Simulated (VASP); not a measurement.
# SnS2 (P-3m1) in VASP: single point with HSE06

Aim: the single point of SnS2 with HSE06.

Program: VASP 6.6.1. These are calculated values, not measurements. Logs are shortened: lines on timing, memory, paths and dates and some standing lists are left out, and cuts for length are marked.

## (1) The cell of the first run

It takes space group P-3m1 (No. 164, trigonal). Conventional cell: a = 3.661 Å, b = 3.661 Å, c = 5.962 Å, α = 90.00°, β = 90.00°, γ = 120.00°. Sn (site symmetry -3m) has 6 S at 2.57 Å within 3.4 Å. Within 3.4 Å of S (site symmetry 3m) lie 3 Sn at 2.57 Å.

## (2) Single point, HSE06

Contents of POSCAR:

```
SnS2
1.0
    3.6607548065      0.0000000000      0.0000000000
   -1.8303774033      3.1703066595      0.0000000000
    0.0000000000      0.0000000000      5.9617808569
Sn S
1 2
Direct
    0.0000000000      0.0000000000      0.0000000000
    0.3333333333      0.6666666667      0.2455905360
    0.6666666667      0.3333333333      0.7544094640
```

Contents of INCAR.step1:

```
SYSTEM = SnS2
PREC     = Accurate       ! precision mode
ENCUT    = 400            ! plane-wave cutoff, eV
EDIFF    = 1E-5           ! SCF threshold, eV
ISMEAR   = 0              ! smearing method
SIGMA    = 0.01           ! smearing width, eV
LREAL    = .FALSE.        ! projectors in reciprocal space
LASPH    = .TRUE.         ! aspherical terms in the spheres
NELM     = 120            ! most SCF steps
ALGO     = Normal         ! electronic algorithm
ISIF     = 2              ! what is computed and relaxed
LWAVE    = .TRUE.         ! write WAVECAR
LCHARG   = .FALSE.        ! write CHGCAR
GGA      = PE             ! functional
NBANDS   = 20             ! bands
GGA_COMPAT= .FALSE.      
KPAR     = 4
```

Contents of INCAR.step2:

```
SYSTEM = SnS2
PREC     = Accurate       ! precision mode
ENCUT    = 400            ! plane-wave cutoff, eV
EDIFF    = 1E-6           ! SCF threshold, eV
ISMEAR   = 0              ! smearing method
SIGMA    = 0.01           ! smearing width, eV
LREAL    = .FALSE.        ! projectors in reciprocal space
LASPH    = .TRUE.         ! aspherical terms in the spheres
NELM     = 120            ! most SCF steps
ALGO     = Normal         ! electronic algorithm
ISIF     = 2              ! what is computed and relaxed
LWAVE    = .FALSE.        ! write WAVECAR
LCHARG   = .FALSE.        ! write CHGCAR
GGA      = PE             ! functional
LHFCALC  = .TRUE.         ! exact exchange
HFSCREEN = 0.2079         ! screening, 1/A
PRECFOCK = Normal       
ISTART   = 1            
NBANDS   = 20             ! bands
GGA_COMPAT= .FALSE.      
KPAR     = 4
```

Contents of KPOINTS:

```
Automatic mesh
0
G
  6 6 4
  0 0 0
```

Potentials or basis: VASP PAW PBE potentials, release 64 (Sn_d, S).

Launch:

```sh
$ cat potpaw_PBE.64/Sn_d/POTCAR potpaw_PBE.64/S/POTCAR > POTCAR
$ cp INCAR.step1 INCAR
$ mpirun -np 4 vasp_std > vasp.out
$ cp INCAR.step2 INCAR
$ mpirun -np 4 vasp_std > vasp.out
```

OUTCAR:

```text
SYSTEM = SnS2
   PREC = Accurate
   ENCUT = 400
   EDIFF = 1E-6
   ISMEAR = 0
   LREAL = .FALSE.
   LASPH = .TRUE.
   NELM = 120
   ISIF = 2
   GGA = PE
   LHFCALC = .TRUE.
   HFSCREEN = 0.2079
   PRECFOCK = Normal
   ISTART = 1

 ion  position               nearest neighbor table
   1  0.000  0.000  0.000-   2 2.57   3 2.57   3 2.57   2 2.57   3 2.57   2 2.57
   2  0.333  0.667  0.246-   1 2.57   1 2.57   1 2.57
   3  0.667  0.333  0.754-   1 2.57   1 2.57   1 2.57

  LATTYP: Found a hexagonal cell.
 ALAT       =     3.6607548065
 C/A-ratio  =     1.6285660122

  Lattice vectors:

 A1 = (   3.6607548065,   0.0000000000,   0.0000000000)
 A2 = (  -1.8303774033,   3.1703066595,   0.0000000000)
 A3 = (   0.0000000000,   0.0000000000,   5.9617808569)

Analysis of symmetry for initial positions (statically):
=====================================================================
 Subroutine PRICEL returns:
 Original cell was already a primitive cell.

 Routine SETGRP: Setting up the symmetry group for a
 hexagonal supercell.

 Subroutine GETGRP returns: Found 12 space group operations
 (whereof 12 operations were pure point group operations)
 out of a pool of 24 trial point group operations.

The static configuration has the point symmetry D_3d.

Analysis of symmetry for dynamics (positions and initial velocities):
=====================================================================
 Subroutine PRICEL returns:
 Original cell was already a primitive cell.

 Routine SETGRP: Setting up the symmetry group for a
 hexagonal supercell.

 Subroutine GETGRP returns: Found 12 space group operations
 (whereof 12 operations were pure point group operations)
 out of a pool of 24 trial point group operations.

The dynamic configuration has the point symmetry D_3d.

 Subroutine INISYM returns: Found 12 space group operations
 (whereof 12 operations are pure point group operations),
 and found     1 'primitive' translations

----------------------------------------------------------------------------------------

                                     Primitive cell

  volume of cell :      69.1907

[... 88 lines left out ...]
   NELM   =    120;   NELMIN=  2; NELMDL=  0     # of ELM steps
   EDIFF  = 0.1E-05   stopping-criterion for ELM
   LREAL  =      F    real-space projection
   EDIFFG = 0.1E-04   stopping-criterion for IOM
   NSW    =      0    number of steps for IOM
   IBRION =     -1    ionic relax: 0-MD 1-quasi-New 2-CG
   NFREE  =      0    steps in history (QN), initial steepest desc. (CG)
   ISIF   =      2    stress and relaxation
   ISYM   =      3    0-nonsym 1-usesym 2-fastsym
   POTIM  = 0.5000    time-step for ionic-motion
   TEBEG  =    0.0;   TEEND  =   0.0 temperature during run
   PSTRESS=    0.0 pullay stress
   NELECT =      26.0000    total number of electrons
   NUPDOWN=      -1.0000    fix difference up-down
   EMIN   =  10.00;   EMAX   =-10.00  energy-range for DOS
   EFERMI =   0.00;   METHOD = LEGACY
   ISMEAR =     0;   SIGMA  =   0.01  broadening in eV -4-tet -1-fermi 0-gaus
   EFERMI_NEDOS =   21; number of points for ismear=-14 and -15
   IALGO  =     38    algorithm
   IMIX   =      1    mixing-type and parameters
     AMIX     =   0.40;   BMIX     =  1.00
     AMIX_MAG =   1.60;   BMIX_MAG =  1.00
  volume/ion in A,a.u.               =      23.06       155.64
  Fermi-wavevector in a.u.,A,eV,Ry     =   1.181363  2.232452 18.988538  1.395618
  Thomas-Fermi vector in A             =   2.317638
   LORBIT       =      0    0 simple, 1 ext, 2 COOP (PROOUT), +10 PAW based schemes
   GGA     = PE    functional components
   LHFCALC =     T    Hartree Fock is set to
   PRECFOCK=normal    Normal, Fast or Accurate (Low or Medium for compatibility)
   ENCUT4O =  -1.0   cutoff for four orbital integrals eV
   NKREDX  =     1    reduce k-point grid by
   NKREDY  =     1    reduce k-point grid by
   NKREDZ  =     1    reduce k-point grid by
   AEXX    =    0.2500 exact exchange contribution
   HFSCREEN=    0.2079 screening length (either q_TF or 0.3 A-1)
   HFSCREENC=   0.2079 screening length for correlation (either q_TF or 0.3 A-1)
   ENCUTFOCK=  -1.0 apply spherical cutoff to Coloumb kernel
   IVDW    =     0    specifies the selected vdW correction
   LEPSILON=     F    determine dielectric tensor
   LRPA    =     F    only Hartree local field effects (RPA)
 non-spin polarized calculation
 Gauss-broadening in eV      SIGMA  =   0.01
  energy-cutoff  :      400.00
  volume of cell :       69.19
 maximum number of plane-waves:      1272
  NGX = 18; NGY = 18; NGZ = 30

 number of electron      26.0000001 magnetization

 Free energy of the ion-electron system (eV)
  ---------------------------------------------------
  ext. energy  EPLUGINS =         0.00000000
  ---------------------------------------------------
  free energy    TOTEN  =       -16.19005627 eV

  energy without entropy =      -16.19005627  energy(sigma->0) =      -16.19005627

 E-fermi :   3.8967     XC(G=0):  -7.8964

 val. band max:        3.7671278631   @ k =   0.0000   0.0000   0.0000
 cond. band min:       6.1632418909   @ k =   0.5000   0.0000   0.2500
 fundamental gap:      2.3961140277
 Fermi energy:         3.8967024994

 k-point     1 :       0.0000    0.0000    0.0000
  band No.  band energies     occupation
      1     -19.0278      2.00000
      2     -19.0278      2.00000
      3     -18.9665      2.00000
      4     -18.9406      2.00000
      5     -18.9406      2.00000
      6     -11.2526      2.00000
[... 541 lines left out ...]
     19      14.5623      0.00000
     20      14.6375      0.00000

------------------------ aborting loop because EDIFF is reached ----------------------------------------

  FORCE on cell =-STRESS in cart. coord.  units (eV):
  Direction    XX          YY          ZZ          XY          YZ          ZX
  --------------------------------------------------------------------------------------
  -------------------------------------------------------------------------------------
  Total       -0.1257163     -0.1257163     -0.0976495      0.0000000      0.0000000      0.0000000
  in kB       -2.9110810     -2.9110810     -2.2611665      0.0000000      0.0000000      0.0000000
  external PRESSURE =      -2.6944428 kB  Pullay stress =       0.0000000 kB

 VOLUME and BASIS-vectors are now :
 -----------------------------------------------------------------------------
  energy-cutoff  :      400.00
  volume of cell :       69.19
      direct lattice vectors                 reciprocal lattice vectors
     3.660754806  0.000000000  0.000000000     0.273167708  0.157713450  0.000000000
    -1.830377403  3.170306660  0.000000000     0.000000000  0.315426899  0.000000000
     0.000000000  0.000000000  5.961780857     0.000000000  0.000000000  0.167735115

 POSITION                                       TOTAL-FORCE (eV/Angst)
 -----------------------------------------------------------------------------------
      0.00000      0.00000      0.00000         0.000000      0.000000      0.000000
     -0.00000      2.11354      1.46416        -0.000000      0.000000     -0.272444
      1.83038      1.05677      4.49762         0.000000      0.000000      0.272444
 -----------------------------------------------------------------------------------
    total drift:                                0.000005      0.000002      0.000008

  FREE ENERGIE OF THE ION-ELECTRON SYSTEM (eV)
  ---------------------------------------------------
  free  energy   TOTEN  =       -16.1900562742 eV

  energy  without entropy=      -16.1900562742  energy(sigma->0) =      -16.19005627
```

OSZICAR.step1:

```text
N       E                     dE             d eps       ncg     rms          rms(c)
DAV:   1     0.188065341990E+03    0.18807E+03   -0.10787E+04   996   0.129E+03
DAV:   2     0.721595555889E+01   -0.18085E+03   -0.17406E+03  1056   0.358E+02
DAV:   3    -0.129804101923E+02   -0.20196E+02   -0.19937E+02  1188   0.107E+02
DAV:   4    -0.136553363714E+02   -0.67493E+00   -0.67400E+00  1168   0.214E+01
DAV:   5    -0.136764814969E+02   -0.21145E-01   -0.21143E-01  1388   0.370E+00    0.869E+00
DAV:   6    -0.131895946626E+02    0.48689E+00   -0.97829E-01  1440   0.106E+01    0.627E+00
DAV:   7    -0.131645076286E+02    0.25087E-01   -0.29536E-01  1204   0.338E+00    0.208E+00
DAV:   8    -0.131637512642E+02    0.75636E-03   -0.28179E-02  1316   0.165E+00    0.639E-01
DAV:   9    -0.131641771112E+02   -0.42585E-03   -0.27739E-03  1176   0.395E-01    0.166E-01
DAV:  10    -0.131641709050E+02    0.62062E-05   -0.34371E-04  1272   0.127E-01    0.730E-02
DAV:  11    -0.131642249503E+02   -0.54045E-04   -0.76446E-05  1108   0.517E-02    0.227E-02
DAV:  12    -0.131642248523E+02    0.98089E-07   -0.30081E-06   720   0.124E-02
   1 F= -.13164225E+02 E0= -.13164225E+02  d E =-.427947E-80
```

Run time: 32 min. Hardware: 4 MPI ranks of AMD EPYC, shared host; peak memory 0.25 GiB.

What came out:

* Free energy: -16.1901 eV
* Pressure: -0.3 GPa
* Largest force: 0.272 eV/Å
* Band gap on the k mesh: 2.40 eV (least direct gap 2.76 eV)

Forces on the atoms (eV/Å):
```
Sn   0.000  0.000  0.000
S    0.000  0.000 -0.272
S    0.000  0.000  0.272
```

Caveat: the PAW data sets were made with another functional, which shifts forces and pressure a little; spin-orbit coupling is left out, which moves the levels of the heavy elements; this functional lacks dispersion, which binds layers or chains, so the pressure and a relaxed spacing across them are unreliable. A k mesh can miss the band edges.
